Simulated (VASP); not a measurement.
Set up this calculation in VASP 6.6.1, as the native input.

```
Task                   : single point
Functional             : PBE
Potentials or basis    : VASP PAW PBE potentials, release 64 (Tm_3, Sb, Cl), 4f in core
Cutoff                 : 500 eV
k mesh                 : 12 × 12 × 4
Occupations            : gaussian, width 0.1 eV
Spin                   : no spin polarisation
Dipole correction      : no
Further INCAR settings : ALGO = Normal; EDIFF = 1e-06; NBANDS = 24
```

The structure of TmSb2Cl2 lies in POSCAR:

```
TmSb2Cl2
1.0
    5.4742924156      0.0000000000      0.0000000000
   -2.7371462078      4.7408762997      0.0000000000
    0.0000000000      0.0000000000      6.9758504665
Tm Sb Cl
1 2 2
Direct
    0.0000000000      0.0000000000      0.5000000000
    0.6666666667      0.3333333333      0.5618162842
    0.3333333333      0.6666666667      0.4381837158
    0.6666666667      0.3333333333      0.1986100109
    0.3333333333      0.6666666667      0.8013899891
```

The cell was generated, and may not be a known phase.

These files were run (other wordings do the same):

INCAR

```
SYSTEM = TmSb2Cl2
ALGO     = Normal         ! electronic algorithm
EDIFF    = 1E-6           ! SCF threshold, eV
ENCUT    = 500            ! plane-wave cutoff, eV
GGA      = PE             ! functional
GGA_COMPAT= .FALSE.      
ISIF     = 2              ! what is computed and relaxed
ISMEAR   = 0              ! smearing method
LASPH    = .TRUE.         ! aspherical terms in the spheres
LCHARG   = .FALSE.        ! write CHGCAR
LMAXMIX  = 6              ! l up to which the mixer works
LREAL    = .FALSE.        ! projectors in reciprocal space
LWAVE    = .FALSE.        ! write WAVECAR
NBANDS   = 24             ! bands
NELM     = 200            ! most SCF steps
PREC     = Accurate       ! precision mode
SIGMA    = 0.1            ! smearing width, eV
```

KPOINTS

```
k-points
0
G
  12 12 4
  0 0 0
```

Potentials or basis: VASP PAW PBE potentials, release 64 (Tm_3, Sb, Cl), 4f in core.

Run with:

```console
$ cat potpaw_PBE.64/Tm_3/POTCAR potpaw_PBE.64/Sb/POTCAR potpaw_PBE.64/Cl/POTCAR > POTCAR
$ mpirun -np 1 vasp_std > vasp.out
```

It gave:

* Pressure: 0.1 GPa
* Largest force: 0.027 eV/Å
* Band gap on the k mesh: zero (an odd number of electrons rules out a gap without spin polarisation)

Caveat: spin-orbit coupling is left out, which moves the levels of the heavy elements; the 4f electrons are frozen in the core, so they carry no moment and show no levels; an odd number of electrons without spin polarisation forces a metal; a magnetic or distorted state may lie lower; the run has no spin polarisation, though such a crystal can be magnetic.

It took 2.5 min on 1 thread of Intel(R) Xeon(R) 6975P-C (Granite Rapids) (shared host), peak memory 0.47 GiB.
